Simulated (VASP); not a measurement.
A run of VASP 6.6.1 is set up as follows.

File POSCAR:

```
BaO
1.0
    0.0000000000      2.7719428467      2.7719428467
    2.7719428467      0.0000000000      2.7719428467
    2.7719428467      2.7719428467      0.0000000000
Ba O
1 1
Direct
    0.0000000000      0.0000000000      0.0000000000
    0.5000000000      0.5000000000      0.5000000000
```

INCAR.step1

```
SYSTEM = BaO
  ALGO = Normal
  EDIFF = 1E-5
  ENCUT = 520
  GGA = PE
  GGA_COMPAT = .False.
  ISIF = 2
  ISMEAR = 0
  LASPH = .True.
  LCHARG = .False.
  LREAL = .False.
  LWAVE = .True.
  NBANDS = 15
  NELM = 120
  PREC = Accurate
  SIGMA = 0.01
```

File INCAR.step2:

```
SYSTEM = BaO
  AEXX = 0.25
  ALGO = Normal
  EDIFF = 1E-6
  ENCUT = 520
  GGA = PE
  GGA_COMPAT = .False.
  ISIF = 2
  ISMEAR = 0
  ISTART = 1
  LASPH = .True.
  LCHARG = .False.
  LHFCALC = .True.
  LREAL = .False.
  LWAVE = .False.
  NBANDS = 15
  NELM = 120
  PREC = Accurate
  PRECFOCK = Normal
  SIGMA = 0.01
```

Contents of KPOINTS:

```
k-points
0
Gamma
  6 6 6
  0 0 0
```

Potentials or basis: VASP PAW PBE potentials, release 64 (Ba_sv, O).

Command:

```bash
$ cat potpaw_PBE.64/Ba_sv/POTCAR potpaw_PBE.64/O/POTCAR > POTCAR
$ cp INCAR.step1 INCAR
$ mpirun -np 1 vasp_std > vasp.out
$ cp INCAR.step2 INCAR
$ mpirun -np 1 vasp_std > vasp.out
```

**Question.** Predict the band gap on the k mesh.

**Answer.** 3.99 eV.

**Question.** Predict the pressure.

**Answer.** 1.0 GPa.

Caveat: the PAW data sets were made with another functional, which shifts forces and pressure a little; spin-orbit coupling is left out, which moves the levels of the heavy elements. A k mesh can miss the band edges.
